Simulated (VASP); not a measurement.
# NaH (Pm-3m) in VASP: notebook

The runs below take NaH through vibrations by perturbation theory, elastic constants, with LDA.

Everything below comes from runs of VASP 6.6.1. Logs are shortened: lines on timing, memory, paths and dates and some standing lists are left out, and cuts for length are marked.

**1. The cell of the first run**

The structure is cubic, space group Pm-3m (No. 221). The conventional cell has a = 2.873 Å, b = 2.873 Å, c = 2.873 Å, α = 90.00°, β = 90.00°, γ = 90.00°. Within 3.3 Å of Na (site symmetry m-3m) lie 8 H at 2.49 Å and 6 Na at 2.87 Å. Within 3.3 Å of H (site symmetry m-3m) lie 8 Na at 2.49 Å and 6 H at 2.87 Å.

**2. Vibrations by perturbation theory, LDA**

INCAR reads:

```
  PREC = Accurate
  ENCUT = 520
  EDIFF = 1E-8
  ISMEAR = 0
  SIGMA = 0.01
  LREAL = F
  LASPH = T
  NELM = 80
  ALGO = Normal
  ISIF = 2
  LWAVE = F
  LCHARG = F
  IBRION = 8
  NSW = 1
  LEPSILON = T
```

KPOINTS reads:

```
Automatic mesh
0
Gamma
  12 12 12
```

POSCAR reads:

```
NaH
1.0
    2.8735000000      0.0000000000      0.0000000000
    0.0000000000      2.8735000000      0.0000000000
    0.0000000000      0.0000000000      2.8735000000
Na H
1 1
Direct
    0.0000000000      0.0000000000      0.0000000000
    0.5000000000      0.5000000000      0.5000000000
```

Potentials or basis: VASP PAW LDA potentials, release 64 (Na_pv, H).

Command:

```console
> cat potpaw_LDA.64/Na_pv/POTCAR potpaw_LDA.64/H/POTCAR > POTCAR
> mpirun -np 1 vasp_std > vasp.out
```

OUTCAR:

```text
PREC = Accurate
   ENCUT = 520
   EDIFF = 1E-8
   ISMEAR = 0
   LREAL = F
   LASPH = T
   NELM = 80
   ISIF = 2
   IBRION = 8
   NSW = 1
   LEPSILON = T

 ion  position               nearest neighbor table
   1  0.000  0.000  0.000-
   2  0.500  0.500  0.500-

  LATTYP: Found a simple cubic cell.
 ALAT       =     2.8735000000

  Lattice vectors:

 A1 = (   2.8735000000,   0.0000000000,   0.0000000000)
 A2 = (   0.0000000000,   2.8735000000,   0.0000000000)
 A3 = (   0.0000000000,   0.0000000000,   2.8735000000)

Analysis of symmetry for initial positions (statically):
=====================================================================
 Subroutine PRICEL returns:
 Original cell was already a primitive cell.

 Routine SETGRP: Setting up the symmetry group for a
 simple cubic supercell.

 Subroutine GETGRP returns: Found 48 space group operations
 (whereof 48 operations were pure point group operations)
 out of a pool of 48 trial point group operations.

The static configuration has the point symmetry O_h .

Analysis of symmetry for dynamics (positions and initial velocities):
=====================================================================
 Subroutine PRICEL returns:
 Original cell was already a primitive cell.

 Routine SETGRP: Setting up the symmetry group for a
 simple cubic supercell.

 Subroutine GETGRP returns: Found 48 space group operations
 (whereof 48 operations were pure point group operations)
 out of a pool of 48 trial point group operations.

The dynamic configuration has the point symmetry O_h .

 Subroutine INISYM returns: Found 48 space group operations
 (whereof 48 operations are pure point group operations),
 and found     1 'primitive' translations

----------------------------------------------------------------------------------------

                                     Primitive cell

  volume of cell :      23.7265

[... 490 lines left out ...]
     0.00000  0.00340  0.00000
     0.00000  0.00000  0.00340

 MACROSCOPIC STATIC DIELECTRIC TENSOR (including local field effects in DFT)
 ------------------------------------------------------
           3.552204    -0.000000     0.000000
          -0.000000     3.552204     0.000000
          -0.000000    -0.000000     3.552204
 ------------------------------------------------------

 PIEZOELECTRIC TENSOR (including local field effects)  for field in x, y, z        (e  Angst)
          XX          YY          ZZ          XY          YZ          ZX
  --------------------------------------------------------------------------------
  x     0.00000     0.00000     0.00000     0.00000     0.00000     0.00000
  y     0.00000     0.00000     0.00000     0.00000     0.00000     0.00000
  z     0.00000     0.00000     0.00000     0.00000     0.00000     0.00000

 PIEZOELECTRIC TENSOR (including local field effects)  for field in x, y, z        (C/m^2)
          XX          YY          ZZ          XY          YZ          ZX
  --------------------------------------------------------------------------------
  x     0.00000     0.00000     0.00000     0.00000     0.00000     0.00000
  y     0.00000     0.00000     0.00000     0.00000     0.00000     0.00000
  z     0.00000     0.00000     0.00000     0.00000     0.00000     0.00000

 BORN EFFECTIVE CHARGES (including local field effects) (in |e|, cummulative output)
 ---------------------------------------------------------------------------------
 ion    1
    1     0.98529     0.00000    -0.00000
    2     0.00000     0.98529     0.00000
    3     0.00000     0.00000     0.98529
 ion    2
    1    -0.98529    -0.00000     0.00000
    2    -0.00000    -0.98529    -0.00000
    3    -0.00000    -0.00000    -0.98529

 INTERNAL STRAIN TENSOR FOR ION    2 for displacements in x,y,z  (eV/Angst):
          X           Y           Z          XY          YZ          ZX
  --------------------------------------------------------------------------------
  x     0.00000     0.00000     0.00000     0.00000     0.00000     0.00000
  y     0.00000     0.00000     0.00000     0.00000     0.00000     0.00000
  z     0.00000     0.00000     0.00000     0.00000     0.00000     0.00000

 SECOND DERIVATIVES (NOT SYMMETRIZED)
 ------------------------------------
               1X          1Y          1Z          2X          2Y          2Z
  1X    -0.608126    0.000000   -0.000000    0.608126   -0.000000    0.000000
  1Y     0.000000   -0.608126   -0.000000   -0.000000    0.608126    0.000000
  1Z    -0.000000   -0.000000   -0.608126    0.000000    0.000000    0.608126
  2X     0.602022    0.000000    0.000000   -0.602022   -0.000000   -0.000000
  2Y     0.000000    0.602022    0.000000   -0.000000   -0.602022   -0.000000
  2Z     0.000000    0.000000    0.602022   -0.000000   -0.000000   -0.602022

 Eigenvectors and eigenvalues of the dynamical matrix
 ----------------------------------------------------

   1 f  =   12.393519 THz    77.870775 2PiTHz  413.403289 cm-1    51.255452 meV
             X         Y         Z           dx          dy          dz
      0.000000  0.000000  0.000000     0.175732   -0.105869   -0.000000
      1.436750  1.436750  1.436750    -0.838348    0.505058    0.000000
[... 21 lines left out ...]
   6 f/i=    0.012552 THz     0.078869 2PiTHz    0.418704 cm-1     0.051913 meV
             X         Y         Z           dx          dy          dz
      0.000000  0.000000  0.000000     0.004738    0.024451    0.978412
      1.436750  1.436750  1.436750     0.000993    0.005125    0.205092

--------------------------------------------------------------------------------------------------------

 MACROSCOPIC STATIC DIELECTRIC TENSOR IONIC CONTRIBUTION
 ------------------------------------------------------
          12.236165    -0.000000     0.000000
          -0.000000    12.236165    -0.000000
           0.000000    -0.000000    12.236165
 ------------------------------------------------------

 ELASTIC MODULI CONTR FROM IONIC RELAXATION (kBar)
 Direction    XX          YY          ZZ          XY          YZ          ZX
 --------------------------------------------------------------------------------
 XX           0.0000      0.0000      0.0000      0.0000      0.0000      0.0000
 YY           0.0000      0.0000      0.0000      0.0000      0.0000      0.0000
 ZZ           0.0000      0.0000      0.0000      0.0000      0.0000      0.0000
 XY           0.0000      0.0000      0.0000      0.0000      0.0000      0.0000
 YZ           0.0000      0.0000      0.0000      0.0000      0.0000      0.0000
 ZX           0.0000      0.0000      0.0000      0.0000      0.0000      0.0000
 --------------------------------------------------------------------------------

 PIEZOELECTRIC TENSOR IONIC CONTR  for field in x, y, z        (C/m^2)
          XX          YY          ZZ          XY          YZ          ZX
  --------------------------------------------------------------------------------
  x     0.00000     0.00000     0.00000     0.00000     0.00000     0.00000
  y     0.00000     0.00000     0.00000     0.00000     0.00000     0.00000
  z     0.00000     0.00000     0.00000     0.00000     0.00000     0.00000
```

stdout:

```text
POSCAR found type information on POSCAR NaH
 POSCAR found :  2 types and       2 ions
 scaLAPACK will be used
 LDA part: xc-table for (Slater(with rela. corr.)+CA(PZ))
 , standard interpolation
 POSCAR, INCAR and KPOINTS ok, starting setup
 FFT: planning ... GRIDC
 FFT: planning ... GRID_SOFT
 FFT: planning ... GRID
[... 24 lines left out ...]
 Linear response to external field, progress :
  Direction:   3
 dielectric tensor                  component  3 :     0.129     0.164     3.552
 Linear response DOF=           2
 Linear response progress:
 first order change of Fermi-energy   0.28561E-03
 force on displaced ion       1 direction 1 :  -0.608   0.000  -0.000
 Born effective charge ion    1 direction 1 :   0.985   0.000   0.000
 Linear response progress:
 first order change of Fermi-energy  -0.41107E-04
 force on displaced ion       2 direction 1 :  -0.602   0.000   0.000
 Born effective charge ion    2 direction 1 :  -0.985   0.000   0.000
 Born effective charges drift removed
 Linear response finished
```

Run time: 6.1 min. Hardware: 1 thread of Oxide Virtual Turin-like, shared host; peak memory 0.18 GiB.

What came out:

* Electronic dielectric tensor (diagonal): 3.55
* Born charges (mean of the diagonal): Na +0.99; H -0.99 e
* Highest phonon frequency at Γ: 413 cm⁻¹

Phonon frequencies in cm⁻¹ (negative: imaginary):
| q point | frequencies |
| --- | --- |
| (0.000, 0.000, 0.000) | 0 0 0 413 413 413 |

Electronic dielectric tensor:
```
3.55 0.00 0.00
0.00 3.55 0.00
0.00 0.00 3.55
```

Born effective charge tensors (e):
atom 1, Na
```
0.99 0.00 0.00
0.00 0.99 0.00
0.00 0.00 0.99
```
atom 2, H
```
-0.99  0.00  0.00
 0.00 -0.99  0.00
 0.00  0.00 -0.99
```

**3. Elastic constants, LDA**

INCAR reads:

```
SYSTEM = NaH
ALGO = Normal
EDIFF = 1E-8
ENCUT = 600
GGA = CA
IBRION = 6
ISIF = 3
ISMEAR = 0
LASPH = .TRUE.
LCHARG = .FALSE.
LREAL = .FALSE.
LWAVE = .FALSE.
NBANDS = 11
NELM = 100
NFREE = 2
NSW = 1
POTIM = 0.015
PREC = Accurate
SIGMA = 0.01
```

KPOINTS reads:

```
k-points
0
G
  12 12 12
  0 0 0
```

POSCAR is that of step 2.

Potentials or basis: VASP PAW LDA potentials, release 64 (Na_pv, H).

Command:

```console
> cat potpaw_LDA.64/Na_pv/POTCAR potpaw_LDA.64/H/POTCAR > POTCAR
> mpirun -np 1 vasp_std > vasp.out
```

Wall time 14 min (1 thread of Oxide Virtual Turin-like, shared host); peak memory 0.33 GiB.

Results (log left out):

* Elastic constants C11, C12, C44: 111, -14, -4 GPa
* Voigt bulk modulus: 28 GPa
* Highest phonon frequency at Γ: 413 cm⁻¹

Phonon frequencies in cm⁻¹ (negative: imaginary):
```csv
q point,frequencies
"(0.000, 0.000, 0.000)",-1 -1 -1 413 413 413
```

Elastic tensor in Voigt notation (GPa, in the Cartesian axes of the cell as first typed):
```
111 -14 -14   0   0   0
-14 111 -14   0   0   0
-14 -14 111   0   0   0
  0   0   0  -4   0   0
  0   0   0   0  -4   0
  0   0   0   0   0  -4
```

Clamped-ion elastic tensor (GPa):
```
111 -14 -14   0   0   0
-14 111 -14   0   0   0
-14 -14 111   0   0   0
  0   0   0  -4   0   0
  0   0   0   0  -4   0
  0   0   0   0   0  -4
```

Caveat: the elastic tensor has a negative eigenvalue, so either the cell is unstable as it stands or the mesh is too thin.

**4. Elastic constants, LDA**

INCAR reads:

```
SYSTEM = NaH
  PREC = Accurate
  ENCUT = 600
  EDIFF = 1E-8
  ISMEAR = 0
  SIGMA = 0.01
  LREAL = .False.
  LASPH = .True.
  NELM = 100
  ALGO = Normal
  ISIF = 3
  LWAVE = .False.
  LCHARG = .False.
  IBRION = 6
  NFREE = 2
  POTIM = 0.015
  NSW = 1
```

KPOINTS reads:

```
regular mesh
0
Gamma
  12 12 12
  0 0 0
```

POSCAR is that of step 3.

Command:

```console
> cat potpaw_LDA.64/Na_pv/POTCAR potpaw_LDA.64/H/POTCAR > POTCAR
> mpirun -np 1 vasp_std > vasp.out
```

Wall time 6.1 min (1 thread of Oxide Virtual Turin-like, shared host); peak memory 0.31 GiB.

The run converged. Its results:

- Elastic constants C11, C12, C44: 111, -14, -4 GPa
- Voigt bulk modulus: 28 GPa
- Highest phonon frequency at Γ: 413 cm⁻¹

Phonon frequencies in cm⁻¹ (negative: imaginary):
| q point | frequencies |
| --- | --- |
| (0.000, 0.000, 0.000) | -1 -1 -1 413 413 413 |

Elastic tensor in Voigt notation (GPa, in the Cartesian axes of the cell as first typed):
```
111 -14 -14   0   0   0
-14 111 -14   0   0   0
-14 -14 111   0   0   0
  0   0   0  -4   0   0
  0   0   0   0  -4   0
  0   0   0   0   0  -4
```

Clamped-ion elastic tensor (GPa):
```
111 -14 -14   0   0   0
-14 111 -14   0   0   0
-14 -14 111   0   0   0
  0   0   0  -4   0   0
  0   0   0   0  -4   0
  0   0   0   0   0  -4
```

Caveat: the elastic tensor has a negative eigenvalue, so either the cell is unstable as it stands or the mesh is too thin.
